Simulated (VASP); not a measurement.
PtSe2, 3 atoms in the cell. The typed cell holds 3 atoms: a = 3.717 Å, b = 3.717 Å, c = 5.820 Å, α = 90.00°, β = 90.00°, γ = 120.00°. 

* Program: VASP 6.6.1
* Task: single point
* Functional: PBE
* Potentials or basis: VASP PAW PBE potentials, release 64 (Pt, Se)
* Cutoff: 520 eV
* k mesh: 8 × 8 × 5
* Occupations: fermi-dirac, width 0.05 eV
* Spin: no spin polarisation
* Dipole correction: no
* Further INCAR settings: ALGO = Normal; EDIFF = 1e-06; NBANDS = 18

Potentials or basis: VASP PAW PBE potentials, release 64 (Pt, Se).

Run with:

```sh
$ cat potpaw_PBE.64/Pt/POTCAR potpaw_PBE.64/Se/POTCAR > POTCAR
$ mpirun -np 1 vasp_std > vasp.out
```

Hardware: 1 thread of Intel Xeon 8259CL, on a shared host.

**Question.** How long does it take, and how much memory?

**Answer.** It took 62 s on 1 thread of Intel Xeon 8259CL, with other jobs on the host, peak memory 0.21 GiB. Counts: scf iterations 13, k points 40.
